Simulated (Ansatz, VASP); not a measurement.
## SrO in VASP and in Ansatz

File POSCAR:

```
SrO
1.0
   -0.0256980000      2.5698000000      2.5698000000
    2.5441020000      0.0000000000      2.5441020000
    2.5698000000      2.5698000000     -0.0256980000
Sr O
1 1
Direct
    0.0000000000      0.0000000000      0.0000000000
    0.5000000000      0.5000000000      0.5000000000
```

Contents of INCAR.step1:

```
ALGO = Normal
EDIFF = 1E-4
ENCUT = 520
GGA = PE
ISMEAR = 0
LASPH = T
LCHARG = F
LREAL = F
LWAVE = T
NBANDS = 15
NELM = 100
PREC = Accurate
SIGMA = 0.05
```

File INCAR.step2:

```
ALGO = Normal
EDIFF = 1E-6
ENCUT = 520
ISIF = 2
ISMEAR = 0
ISTART = 1
LASPH = T
LCHARG = F
LMIXTAU = T
LREAL = F
LWAVE = F
METAGGA = R2SCAN
NBANDS = 15
NELM = 100
PREC = Accurate
SIGMA = 0.05
```

File KPOINTS:

```
k-points
0
Gamma
  8 8 8
```

Input for Ansatz:

```yaml
crystal:
  lattice:
    - [-0.025698, 2.5698, 2.5698]
    - [2.544102, 0.0, 2.544102]
    - [2.5698, 2.5698, -0.025698]
  atoms:
    - { symbol: Sr, position: [0.0, 0.0, 0.0] }
    - { symbol: O, position: [0.5, 0.5, 0.5] }
basis:
  ecutwfc: 500
kpoints:
  mp_grid: { grid: [8, 8, 8] }
hamiltonian:
  xc: r2scan
scf:
  occupations: { method: gaussian, width: 0.05 }
output:
  forces: true
  stress: true
  eigenvalues: true
```

Change from the starting cell: strain -0.0200 x Voigt [0, 0, 0, 0, 1, 0], atoms carried along.

Alike in both runs: task single point; functional r2SCAN; k mesh 8 × 8 × 8; occupations gaussian, width 0.05 eV; no spin polarisation.

|  | VASP | Ansatz |
| --- | --- | --- |
| version | VASP 6.6.1 | Ansatz 0.2.0 |
| potentials or method | VASP PAW PBE potentials, release 64 (Sr_sv, O), cutoff 520 eV | scalar-relativistic, plane waves, PAW |
| valence electrons in the cell | 16 | 16 |

```csv
,VASP,Ansatz,Ansatz less VASP
gap on the k mesh at the Fermi level (eV),3.72,3.77,+0.053
least direct gap on the mesh (eV),3.80,3.84,+0.042
pressure (GPa),1.7,1.1,-0.55
"traceless stress, the component that is largest in VASP (GPa)",1.10,1.11,+0.001
```

VASP's potentials were made for PBE, not for r2SCAN.
